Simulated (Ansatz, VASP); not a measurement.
# Two plane-wave programs on BaTe

```
Ba Te
1.0
    -0.04579   -0.01444   -4.34164
     2.45002   -4.19657    0.01133
    -7.26131   -4.14533   -0.08852
Ba Te
2 2
Direct
  0.02931 0.47893 0.82693
  0.00515 0.03220 0.33250
  0.48888 0.98442 0.67281
  0.47665 0.50445 0.16776
```

Change from the starting cell: cell x2, atoms moved at random (sigma 0.15 Å) and cell strained at random (1.5 %), then relaxed without symmetry.

Alike in both runs: task relaxation of cell and atoms; functional PBE; k mesh 4 × 4 × 2; occupations gaussian, width 0.1 eV; no spin polarisation.

|  | VASP | Ansatz |
| --- | --- | --- |
| version | VASP 6.6.1 | Ansatz 0.2.0 |
| potentials or method | VASP PAW PBE potentials, release 64 (Ba_sv, Te), cutoff 500 eV | scalar-relativistic, plane waves, PAW |
| valence electrons in the cell | 32 | 52 |

```tsv
	VASP	Ansatz	Ansatz less VASP
gap on the k mesh at the Fermi level, each at its own relaxed structure (eV)	1.49	1.52	+0.026
relaxed volume (Å³/atom)	44.73	44.24	-0.489
relaxed cell length with the largest relative difference (Å)	4.433	4.408	-0.0253
```

VASP's potentials hold 32 valence electrons a cell and Ansatz's 52, so a difference there can come from the potentials and not from the codes.

Neither program's run includes spin-orbit coupling.
